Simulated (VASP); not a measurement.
# ZrSi7 (P4/mmm) in VASP: notebook

Runs on ZrSi7. Level: PBE. Tasks: single point, relaxation of cell and atoms.

Everything below comes from runs of VASP 6.6.1. Logs are shortened: lines on timing, memory, paths and dates and some standing lists are left out, and cuts for length are marked.

**1. The cell of the first run**

It takes space group P4/mmm (No. 123, tetragonal). The conventional cell has a = 3.780 Å, b = 3.780 Å, c = 8.588 Å, α = 90.00°, β = 90.00°, γ = 90.00°. Within 3.5 Å of Zr (site symmetry 4/mmm) lie 12 Si at 2.67 to 2.93 Å. Within 3.5 Å of Si (site symmetry 4/mmm) lie 4 Zr at 2.67 Å and 8 Si at 2.93 Å. Si (site symmetry 2mm) has 10 Si at 2.67 to 2.93 Å and 2 Zr at 2.93 Å within 3.5 Å. Within 3.5 Å of Si (site symmetry 4/mmm) lie 12 Si at 2.67 to 2.79 Å. Within 3.5 Å of Si (site symmetry 4/mmm) lie 12 Si at 2.67 to 2.79 Å.

**2. Single point, PBE**

INCAR reads:

```
ALGO     = Normal         # electronic algorithm
EDIFF    = 1E-7           # SCF threshold, eV
ENCUT    = 520            # plane-wave cutoff, eV
GGA      = PE             # functional
ISIF     = 2              # what is computed and relaxed
ISMEAR   = 0              # smearing method
LASPH    = T              # aspherical terms in the spheres
LCHARG   = F              # write CHGCAR
LREAL    = F              # projectors in reciprocal space
LWAVE    = F              # write WAVECAR
NBANDS   = 30             # bands
NELM     = 60             # most SCF steps
PREC     = Accurate       # precision mode
SIGMA    = 0.1            # smearing width, eV
```

KPOINTS reads:

```
k-points
0
Gamma
  8 8 4
```

POSCAR reads:

```
ZrSi7
1.0
    3.7798153219      0.0000000000      0.0000000000
    0.0000000000      3.7798153219      0.0000000000
    0.0000000000      0.0000000000      8.5879881604
Zr Si
1 7
Direct
    0.0000000000      0.0000000000      0.0000000000
    0.5000000000      0.5000000000      0.0000000000
    0.0000000000      0.5000000000      0.2611054059
    0.5000000000      0.0000000000      0.2611054059
    0.0000000000      0.5000000000      0.7388945941
    0.5000000000      0.0000000000      0.7388945941
    0.0000000000      0.0000000000      0.5000000000
    0.5000000000      0.5000000000      0.5000000000
```

Potentials or basis: VASP PAW PBE potentials, release 64 (Zr_sv, Si).

On the command line:

```sh
$ cat potpaw_PBE.64/Zr_sv/POTCAR potpaw_PBE.64/Si/POTCAR > POTCAR
$ mpirun -np 1 vasp_std > vasp.out
```

OUTCAR:

```text
EDIFF = 1E-7
   ENCUT = 520
   GGA = PE
   ISIF = 2
   ISMEAR = 0
   LASPH = T
   LREAL = F
   NELM = 60
   PREC = Accurate

 ion  position               nearest neighbor table
   1  0.000  0.000  0.000-   2 2.67   2 2.67   2 2.67   2 2.67   6 2.93   3 2.93   3 2.93   5 2.93
                             4 2.93   4 2.93   6 2.93   5 2.93
   2  0.500  0.500  0.000-   1 2.67   1 2.67   1 2.67   1 2.67   6 2.93   3 2.93   4 2.93   6 2.93
                             4 2.93   3 2.93   5 2.93   5 2.93
   3  0.000  0.500  0.261-   4 2.67   4 2.67   4 2.67   4 2.67   7 2.79   8 2.79   8 2.79   7 2.79
                             2 2.93   1 2.93   2 2.93   1 2.93
   4  0.500  0.000  0.261-   3 2.67   3 2.67   3 2.67   3 2.67   8 2.79   8 2.79   7 2.79   7 2.79
                             1 2.93   2 2.93   2 2.93   1 2.93
   5  0.000  0.500  0.739-   6 2.67   6 2.67   6 2.67   6 2.67   7 2.79   8 2.79   8 2.79   7 2.79
                             2 2.93   1 2.93   2 2.93   1 2.93
   6  0.500  0.000  0.739-   5 2.67   5 2.67   5 2.67   5 2.67   8 2.79   8 2.79   7 2.79   7 2.79
                             1 2.93   2 2.93   2 2.93   1 2.93
   7  0.000  0.000  0.500-   8 2.67   8 2.67   8 2.67   8 2.67   3 2.79   3 2.79   5 2.79   4 2.79
                             4 2.79   6 2.79   5 2.79   6 2.79
   8  0.500  0.500  0.500-   7 2.67   7 2.67   7 2.67   7 2.67   3 2.79   4 2.79   6 2.79   4 2.79
                             3 2.79   5 2.79   5 2.79   6 2.79

  LATTYP: Found a simple tetragonal cell.
 ALAT       =     3.7798153219
 C/A-ratio  =     2.2720655453

  Lattice vectors:

 A1 = (   3.7798153219,   0.0000000000,   0.0000000000)
 A2 = (   0.0000000000,   3.7798153219,   0.0000000000)
 A3 = (   0.0000000000,   0.0000000000,   8.5879881604)

Analysis of symmetry for initial positions (statically):
=====================================================================
 Subroutine PRICEL returns:
 Original cell was already a primitive cell.

 Routine SETGRP: Setting up the symmetry group for a
 simple tetragonal supercell.

 Subroutine GETGRP returns: Found 16 space group operations
 (whereof 16 operations were pure point group operations)
 out of a pool of 16 trial point group operations.

The static configuration has the point symmetry D_4h.

Analysis of symmetry for dynamics (positions and initial velocities):
=====================================================================
 Subroutine PRICEL returns:
 Original cell was already a primitive cell.

 Routine SETGRP: Setting up the symmetry group for a
 simple tetragonal supercell.

 Subroutine GETGRP returns: Found 16 space group operations
 (whereof 16 operations were pure point group operations)
 out of a pool of 16 trial point group operations.

The dynamic configuration has the point symmetry D_4h.

 Subroutine INISYM returns: Found 16 space group operations
 (whereof 16 operations are pure point group operations),
 and found     1 'primitive' translations

----------------------------------------------------------------------------------------

                                     Primitive cell

  volume of cell :     122.6966

  direct lattice vectors                    reciprocal lattice vectors
     3.779815322  0.000000000  0.000000000     0.264563190  0.000000000  0.000000000
     0.000000000  3.779815322  0.000000000     0.000000000  0.264563190  0.000000000
     0.000000000  0.000000000  8.587988160     0.000000000  0.000000000  0.116441707

  length of vectors
     3.779815322  3.779815322  8.587988160     0.264563190  0.264563190  0.116441707

  position of ions in fractional coordinates (direct lattice)
     0.000000000  0.000000000  0.000000000
     0.500000000  0.500000000  0.000000000
     0.000000000  0.500000000  0.261105406
     0.500000000  0.000000000  0.261105406
     0.000000000  0.500000000  0.738894594
     0.500000000  0.000000000  0.738894594
     0.000000000  0.000000000  0.500000000
     0.500000000  0.500000000  0.500000000

  ion indices of the primitive-cell ions
   primitive index   ion index
                 1           1
                 2           2
                 3           3
                 4           4
                 5           5
                 6           6
                 7           7
                 8           8

----------------------------------------------------------------------------------------

 KPOINTS: k-points

Automatic generation of k-mesh.
 Grid dimensions read from file:
 generate k-points for:    8    8    4

 Generating k-lattice:

  Cartesian coordinates                     Fractional coordinates (reciprocal lattice)
     0.033070399  0.000000000  0.000000000     0.125000000  0.000000000  0.000000000
     0.000000000  0.033070399  0.000000000     0.000000000  0.125000000  0.000000000
     0.000000000  0.000000000  0.029110427     0.000000000  0.000000000  0.250000000

  Length of vectors
     0.033070399  0.033070399  0.029110427

  Shift w.r.t. Gamma in fractional coordinates (k-lattice)
     0.000000000  0.000000000  0.000000000

 Subroutine IBZKPT returns following result:
 ===========================================

 Found     45 irreducible k-points:

 Following reciprocal coordinates:
            Coordinates               Weight
  0.000000  0.000000  0.000000      1.000000
  0.125000  0.000000  0.000000      4.000000
  0.250000  0.000000  0.000000      4.000000
  0.375000  0.000000  0.000000      4.000000
  0.500000  0.000000  0.000000      2.000000
  0.125000  0.125000  0.000000      4.000000
[... 16 lines left out ...]
  0.375000  0.125000  0.250000     16.000000
  0.500000  0.125000  0.250000      8.000000
 [... further k-points ...]
   k-points           NKPTS =     45   k-points in BZ     NKDIM =     45   number of bands    NBANDS=     30
   number of dos      NEDOS =    301   number of ions     NIONS =      8
   total plane-waves  NPLWV =  50176
   dimension x,y,z NGX =    28 NGY =   28 NGZ =   64
   dimension x,y,z NGXF=    56 NGYF=   56 NGZF=  128
   ions per type =               1   7
   NGX,Y,Z   is equivalent  to a cutoff of  12.32, 12.32, 12.39 a.u.
   NGXF,Y,Z  is equivalent  to a cutoff of  24.63, 24.63, 24.78 a.u.
 SYSTEM =  unknown system
   PREC   = accura    normal or accurate (medium, high low for compatibility)
   ISTART =      0    job   : 0-new  1-cont  2-samecut
   ICHARG =      2    charge: 1-file 2-atom 10-const
   ISPIN  =      1    spin polarized calculation?
   LNONCOLLINEAR =      F non collinear calculations
   LSORBIT =      F    spin-orbit coupling
   LASPH  =      T    aspherical Exc in radial PAW
   ENCUT  =  520.0 eV  38.22 Ry    6.18 a.u.   7.03  7.03 15.97*2*pi/ulx,y,z
   NELM   =     60;   NELMIN=  2; NELMDL= -5     # of ELM steps
   EDIFF  = 0.1E-06   stopping-criterion for ELM
   LREAL  =      F    real-space projection
   EDIFFG = 0.1E-05   stopping-criterion for IOM
   NSW    =      0    number of steps for IOM
   IBRION =     -1    ionic relax: 0-MD 1-quasi-New 2-CG
   NFREE  =      0    steps in history (QN), initial steepest desc. (CG)
   ISIF   =      2    stress and relaxation
   ISYM   =      2    0-nonsym 1-usesym 2-fastsym
   POTIM  = 0.5000    time-step for ionic-motion
   TEBEG  =    0.0;   TEEND  =   0.0 temperature during run
   PSTRESS=    0.0 pullay stress
   NELECT =      40.0000    total number of electrons
   NUPDOWN=      -1.0000    fix difference up-down
   EMIN   =  10.00;   EMAX   =-10.00  energy-range for DOS
   EFERMI =   0.00;   METHOD = LEGACY
   ISMEAR =     0;   SIGMA  =   0.10  broadening in eV -4-tet -1-fermi 0-gaus
   EFERMI_NEDOS =   21; number of points for ismear=-14 and -15
   IALGO  =     38    algorithm
   IMIX   =      4    mixing-type and parameters
     AMIX     =   0.40;   BMIX     =  1.00
     AMIX_MAG =   1.60;   BMIX_MAG =  1.00
  volume/ion in A,a.u.               =      15.34       103.50
  Fermi-wavevector in a.u.,A,eV,Ry     =   1.126723  2.129198 17.272671  1.269506
  Thomas-Fermi vector in A             =   2.263406
   LORBIT       =      0    0 simple, 1 ext, 2 COOP (PROOUT), +10 PAW based schemes
   GGA     = PE    functional components
   LHFCALC =     F    Hartree Fock is set to
   AEXX    =    0.0000 exact exchange contribution
   IVDW    =     0    specifies the selected vdW correction
   LEPSILON=     F    determine dielectric tensor
   LRPA    =     F    only Hartree local field effects (RPA)
 non-spin polarized calculation
 Gauss-broadening in eV      SIGMA  =   0.10
  energy-cutoff  :      520.00
  volume of cell :      122.70
 maximum number of plane-waves:      3336
   NGX = 15   NGY = 15   NGZ = 31

 number of electron      40.0000004 magnetization

 Free energy of the ion-electron system (eV)
  ---------------------------------------------------
  ext. energy  EPLUGINS =         0.00000000
  ---------------------------------------------------
  free energy    TOTEN  =       -44.96768654 eV

  energy without entropy =      -44.95134375  energy(sigma->0) =      -44.95951515

 E-fermi :  10.1112     XC(G=0): -11.2394

 val. band max:       10.1052226928   @ k =   0.3750   0.3750   0.0000
 cond. band min:      10.1351235851   @ k =   0.2500   0.0000   0.2500
 fundamental gap:      0.0299008924
 Fermi energy:        10.1111932014

 k-point     1 :       0.0000    0.0000    0.0000
  band No.  band energies     occupation
      1     -38.7279      2.00000
      2     -16.8615      2.00000
      3     -16.8332      2.00000
      4     -16.8332      2.00000
      5      -3.6734      2.00000
      6      -1.6539      2.00000
[... 22 lines left out ...]
     29      13.5033      0.00000
     30      13.6110      0.00000

 k-point     2 :       0.1250    0.0000    0.0000
  band No.  band energies     occupation
      1     -38.7268      2.00000
      2     -16.8587      2.00000
      3     -16.8563      2.00000
      4     -16.8310      2.00000
      5      -3.5122      2.00000
      6      -1.5083      2.00000
[... 22 lines left out ...]
     29      13.5908      0.00000
     30      13.8366      0.00000

 k-point     3 :       0.2500    0.0000    0.0000
  band No.  band energies     occupation
      1     -38.7243      2.00000
      2     -16.9115      2.00000
      3     -16.8519      2.00000
      4     -16.8256      2.00000
      5      -3.0311      2.00000
      6      -1.0730      2.00000
[... 682 lines left out ...]
     29      14.0048      0.00000
     30      14.1285      0.00000

 k-point    24 :       0.5000    0.1250    0.2500
  band No.  band energies     occupation
      1     -38.7196      2.00000
      2     -16.9840      2.00000
      3     -16.8398      2.00000
      4     -16.8390      2.00000
      5      -0.9888      2.00000
      6      -0.8916      2.00000
[... 22 lines left out ...]
     29      13.6782      0.00000
     30      14.2746      0.00000

 [... further k-points ...]
[... 5 lines left out ...]
  --------------------------------------------------------------------------------------
  -------------------------------------------------------------------------------------
  Total       -0.0086449     -0.0086449     -0.0103551      0.0000000     -0.0000000      0.0000000
  in kB       -0.1128855     -0.1128855     -0.1352168      0.0000000     -0.0000000      0.0000000
  external PRESSURE =      -0.1203293 kB  Pullay stress =       0.0000000 kB

 VOLUME and BASIS-vectors are now :
 -----------------------------------------------------------------------------
  energy-cutoff  :      520.00
  volume of cell :      122.70
      direct lattice vectors                 reciprocal lattice vectors
     3.779815322  0.000000000  0.000000000     0.264563190  0.000000000  0.000000000
     0.000000000  3.779815322  0.000000000     0.000000000  0.264563190  0.000000000
     0.000000000  0.000000000  8.587988160     0.000000000  0.000000000  0.116441707

 POSITION                                       TOTAL-FORCE (eV/Angst)
 -----------------------------------------------------------------------------------
      0.00000      0.00000      0.00000         0.000000      0.000000      0.000000
      1.88991      1.88991      0.00000         0.000000      0.000000      0.000000
      0.00000      1.88991      2.24237         0.000000      0.000000      0.001215
      1.88991      0.00000      2.24237        -0.000000      0.000000      0.001215
      0.00000      1.88991      6.34562         0.000000     -0.000000     -0.001215
      1.88991      0.00000      6.34562         0.000000      0.000000     -0.001215
      0.00000      0.00000      4.29399         0.000000      0.000000      0.000000
      1.88991      1.88991      4.29399         0.000000      0.000000      0.000000
 -----------------------------------------------------------------------------------
    total drift:                               -0.000000     -0.000000     -0.000000

  FREE ENERGIE OF THE ION-ELECTRON SYSTEM (eV)
  ---------------------------------------------------
  free  energy   TOTEN  =       -44.9676865435 eV

  energy  without entropy=      -44.9513437479  energy(sigma->0) =      -44.95951515
```

Wall time 2.9 min (1 thread of AMD EPYC 7R43 (Zen 3), shared host); peak memory 0.25 GiB.

Results:

- Free energy: -44.9677 eV
- Pressure: 0.0 GPa
- Band gap on the k mesh: zero (band 20 reaches 11.03 eV, above the bottom of band 21 at 9.67 eV)

Levels at points of the mesh, in eV from the Fermi level:
```
           k point  band 18  band 19  band 20  band 21  band 22  band 23
(0.00, 0.00, 0.00)    -1.12    -1.12    -0.33     0.48     0.58     1.33
(0.50, 0.00, 0.00)    -1.36    -0.71    -0.56    -0.39     0.61     1.39
(0.50, 0.50, 0.00)    -2.31    -1.79    -1.32    -0.32    -0.32     1.16
(0.00, 0.00, 0.50)    -1.28    -1.27    -0.48    -0.15     0.59     0.59
(0.50, 0.00, 0.50)    -0.78    -0.55    -0.32    -0.31     0.22     0.64
(0.50, 0.50, 0.50)    -3.06    -3.01    -0.44     1.31     1.31     2.16
```

**3. Relaxation of cell and atoms, PBE**

This run uses another cell than the first one, of 14.69 Å³/atom, 0.958 times its volume.

INCAR reads:

```
ALGO = Normal ; EDIFF = 1E-6
EDIFFG = -0.08 ; ENCUT = 600
GGA = PE ; IBRION = 2
ISIF = 3 ; ISMEAR = 0
LASPH = True ; LCHARG = False
LREAL = False ; LWAVE = False
NELM = 100 ; NSW = 36
PREC = Accurate ; SIGMA = 0.2
```

KPOINTS reads:

```
k-points
0
Gamma
  4 4 2
```

POSCAR reads:

```
ZrSi7
1.0
    3.8500000000      0.0000000000      0.0000000000
    0.0000000000      3.8500000000      0.0000000000
    0.0000000000      0.0000000000      7.9300000000
Zr Si
1 7
Direct
    0.0000000000      0.0000000000      0.0000000000
    0.5000000000      0.5000000000      0.0000000000
    0.0000000000      0.5000000000      0.2500000000
    0.5000000000      0.0000000000      0.2500000000
    0.0000000000      0.5000000000      0.7500000000
    0.5000000000      0.0000000000      0.7500000000
    0.0000000000      0.0000000000      0.5000000000
    0.5000000000      0.5000000000      0.5000000000
```

Potentials or basis: VASP PAW PBE potentials, release 64 (Zr_sv, Si).

On the command line:

```sh
$ cat potpaw_PBE.64/Zr_sv/POTCAR potpaw_PBE.64/Si/POTCAR > POTCAR
$ mpirun -np 1 vasp_std > vasp.out
```

It took 5.3 min on 1 thread of AMD EPYC 7R43 (Zen 3), shared host; peak memory 0.23 GiB.

Results (log left out):

- Free energy: -45.3924 eV
- Relaxed volume: 15.31 Å³/atom
- Relaxed cell: a = 3.777 Å, b = 3.777 Å, c = 8.584 Å, α = 90.00°, β = 90.00°, γ = 90.00°
- Space group after relaxing (to 0.05 Å): P4/mmm (No. 123)
- Energy gained by relaxing: 55.1 meV/atom
- Ionic steps: 8
- Pressure after relaxing: 0.0 GPa
- Largest force after relaxing: 0.078 eV/Å
- Band gap on the k mesh: zero (band 20 reaches 9.93 eV, above the bottom of band 21 at 9.76 eV)

Forces in eV/Å, atoms in the order of the input:
```
Zr   0.000  0.000  0.000
Si   0.000  0.000  0.000
Si   0.000  0.000  0.078
Si   0.000  0.000  0.078
Si   0.000  0.000 -0.078
Si   0.000  0.000 -0.078
Si   0.000  0.000  0.000
Si   0.000  0.000  0.000
```

Stress tensor (GPa, compression positive):
```
 0.12  0.00  0.00
 0.00  0.12  0.00
 0.00  0.00 -0.22
```

Step by step:
```
step  energy change (eV)  largest force (eV/Å)  pressure (GPa)  volume (Å³)
   1              0.0000                0.6327            4.05       117.54
   2             -0.3390                0.3028           -1.49       123.86
   3             -0.3621                0.1222           -3.73       127.27
   4             -0.3666                0.1701           -3.15       126.32
   5             -0.4352                0.0851            0.31       122.32
   6             -0.4379                0.0971           -0.30       122.97
   7             -0.4379                0.0957           -0.25       122.90
   8             -0.4411                0.0775            0.01       122.46
```

Final structure:
```
Zr Si
1.0
     3.77700    0.00000    0.00000
     0.00000    3.77700    0.00000
     0.00000    0.00000    8.58417
Zr Si
1 7
Direct
  0.00000 0.00000 0.00000
  0.50000 0.50000 0.00000
  0.00000 0.50000 0.25771
  0.50000 0.00000 0.25771
  0.00000 0.50000 0.74229
  0.50000 0.00000 0.74229
  0.00000 0.00000 0.50000
  0.50000 0.50000 0.50000
```

Levels at points of the mesh, in eV from the Fermi level:
| k point | band 18 | band 19 | band 20 | band 21 | band 22 | band 23 |
| --- | --- | --- | --- | --- | --- | --- |
| (0.00, 0.00, 0.00) | -1.01 | -1.01 | -0.08 | 0.62 | 0.73 | 1.56 |
| (0.50, 0.00, 0.00) | -1.18 | -0.43 | -0.27 | -0.17 | 0.80 | 1.64 |
| (0.50, 0.50, 0.00) | -2.11 | -1.62 | -1.16 | -0.15 | -0.15 | 1.34 |
| (0.00, 0.00, 0.50) | -1.16 | -1.15 | -0.23 | 0.10 | 0.73 | 0.82 |
| (0.50, 0.00, 0.50) | -0.57 | -0.25 | -0.13 | -0.07 | 0.38 | 0.93 |
| (0.50, 0.50, 0.50) | -2.88 | -2.86 | -0.25 | 1.46 | 1.46 | 2.33 |

Caveat: the k points lie up to 0.42 Å⁻¹ apart in the final cell; the relaxation stopped at a loose force limit of 0.08 eV/Å, so its end isn't a converged minimum.

(Continued in part 2 of 2.)
